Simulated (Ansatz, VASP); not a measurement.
**Ga27As26P: VASP beside Ansatz**

```
Ga P As
1.0
     0.00000    8.48055    8.48055
     8.48055    0.00000    8.48055
     8.48055    8.48055    0.00000
Ga P As
27 1 26
Cartesian
  0.0341 0.0363 0.0352
  2.7933 2.7944 0.0344
  5.6542 5.6553 -0.0007
  2.7921 0.0354 2.7924
  5.6521 2.8282 2.8278
  8.4795 5.6562 2.8280
  5.6537 0.0004 5.6541
  8.4801 2.8287 5.6560
  11.3085 5.6549 5.6534
  0.0347 2.7937 2.7927
  2.8279 5.6528 2.8280
  5.6552 8.4806 2.8283
  2.8278 2.8284 5.6519
  5.6535 5.6541 5.6542
  8.4796 8.4803 5.6521
  5.6555 2.8289 8.4801
  8.4801 5.6530 8.4799
  11.3060 8.4830 8.4822
  -0.0003 5.6550 5.6542
  2.8276 8.4809 5.6563
  5.6544 11.3092 5.6536
  2.8274 5.6569 8.4799
  5.6518 8.4807 8.4799
  8.4821 11.3069 8.4820
  5.6538 5.6546 11.3082
  8.4818 8.4826 11.3067
  11.3059 11.3070 11.3062
  1.4139 1.4153 1.4134
  4.2319 4.2326 1.4116
  7.0763 7.0776 1.4119
  4.2310 1.4119 4.2311
  7.0668 4.2411 4.2409
  9.8960 7.0772 4.2311
  7.0762 1.4127 7.0767
  9.8966 4.2325 7.0763
  12.7199 7.0692 7.0681
  1.4115 4.2322 4.2314
  4.2404 7.0678 4.2413
  7.0766 9.8970 4.2311
  4.2400 4.2413 7.0674
  7.0667 7.0676 7.0671
  9.8939 9.8947 7.0661
  7.0766 4.2322 9.8963
  9.8942 7.0671 9.8944
  12.7218 9.8949 9.8943
  1.4109 7.0780 7.0772
  4.2315 9.8976 7.0764
  7.0683 12.7213 7.0682
  4.2310 7.0774 9.8964
  7.0664 9.8946 9.8941
  9.8939 12.7228 9.8941
  7.0678 7.0688 12.7205
  9.8940 9.8948 12.7222
  12.7202 12.7209 12.7199
```

Alike in both runs: task single point; functional PBE; k mesh 1 × 1 × 1; occupations gaussian, width 0.05 eV; collinear spin.

```csv
,VASP,Ansatz
version,VASP 6.6.1,Ansatz 0.2.0
potentials or method,"VASP PAW PBE potentials, release 64 (Ga_d, P, As), cutoff 520 eV","scalar-relativistic, plane waves, PAW"
valence electrons in the cell,486,746
```

VASP gave:

- gap on the k mesh at the Fermi level (eV): 0.51
- rms of the force components (eV/Å): 0.005
- net moment per atom (μB): 0.00

What did Ansatz give for the same quantities?

gap on the k mesh at the Fermi level (eV): 0.50; rms of the force components (eV/Å): 0.001; net moment per atom (μB): 0.00.

Atom by atom the forces differ by 0.005 eV/Å (rms over components). VASP's potentials hold 486 valence electrons a cell and Ansatz's 746, so a difference there can come from the potentials and not from the codes. Ansatz's warnings: stability check not made.
